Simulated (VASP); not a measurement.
AlB3P4, 8 atoms in the cell. The structure is trigonal, space group P3m1 (No. 156). The conventional cell has a = 3.459 Å, b = 3.459 Å, c = 11.477 Å, α = 90.00°, β = 90.00°, γ = 120.00°. Al (site symmetry 3m) has 4 P at 2.12 to 2.15 Å within 2.8 Å. Within 2.8 Å of B (site symmetry 3m) lie 4 P at 2.12 to 2.15 Å. Within 2.8 Å of B (site symmetry 3m) lie 4 P at 2.12 to 2.15 Å. Within 2.8 Å of B (site symmetry 3m) lie 4 P at 2.12 to 2.15 Å. P (site symmetry 3m) has 4 B at 2.12 to 2.15 Å within 2.8 Å. P (site symmetry 3m) has 3 B at 2.12 Å and 1 Al at 2.15 Å within 2.8 Å. Within 2.8 Å of P (site symmetry 3m) lie 4 B at 2.12 to 2.15 Å. Within 2.8 Å of P (site symmetry 3m) lie 3 Al at 2.12 Å and 1 B at 2.15 Å. 

```yaml
Program: VASP 6.6.1
Task: relaxation of cell and atoms
Functional: PBE
Potentials_or_basis: VASP PAW PBE potentials, release 64 (Al, B, P)
Cutoff: 600 eV
k_mesh: 6 × 6 × 2
Occupations: gaussian, width 0.1 eV
Spin: no spin polarisation
Dipole_correction: no
Further_INCAR_settings: ALGO = Normal; EDIFF = 1e-06; IBRION = 2; EDIFFG = -0.04; NSW = 90; ISIF = 3
```

Potentials or basis: VASP PAW PBE potentials, release 64 (Al, B, P).

The run is started by

```bash
$ cat potpaw_PBE.64/Al/POTCAR potpaw_PBE.64/B/POTCAR potpaw_PBE.64/P/POTCAR > POTCAR
$ mpirun -np 1 vasp_std > vasp.out
```

Hardware: 1 thread of Intel(R) Xeon(R) 6975P-C (Granite Rapids), with other jobs on the host.

Problem. How long does it take, and how much memory?

Solution. Wall time 2.7 min on 1 thread of Intel(R) Xeon(R) 6975P-C (Granite Rapids), on a shared host, peak memory 0.28 GiB. Counts: scf iterations 99, k points 14, ion steps 13.
